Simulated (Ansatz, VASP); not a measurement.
## YAl2N3 in VASP and in Ansatz

```xyz
6
Lattice="3.4332 0.0000 0.0000 -1.7166 2.9733 0.0000 0.0000 0.0000 8.4096" Properties=species:S:1:pos:R:3 pbc="T T T"
Y     0.0000    1.9822    5.6064
Al    0.0000    0.0000    0.0000
Al    1.7166    0.9911    2.8032
N     0.0000    1.9822    7.7088
N     1.7166    0.9911    4.9056
N     0.0000    0.0000    2.1024
```

Alike in both runs: task relaxation of cell and atoms; functional PBE; k mesh 6 × 6 × 2; occupations gaussian, width 0.1 eV; no spin polarisation.

|  | VASP | Ansatz |
| --- | --- | --- |
| version | VASP 6.6.1 | Ansatz 0.2.0 |
| potentials or method | VASP PAW PBE potentials, release 64 (Y_sv, Al, N), cutoff 600 eV | scalar-relativistic, plane waves, PAW |
| valence electrons in the cell | 32 | 32 |

VASP gave:

```
gap on the k mesh at the Fermi level, each at its own relaxed structure (eV) : 2.11
relaxed volume (Å³/atom)                                                     : 13.00
relaxed cell length with the largest relative difference (Å)                 : 3.291
```

Question: Which values does Ansatz return?

Answer: gap on the k mesh at the Fermi level, each at its own relaxed structure (eV): 2.10; relaxed volume (Å³/atom): 13.07; relaxed cell length with the largest relative difference (Å): 3.300.
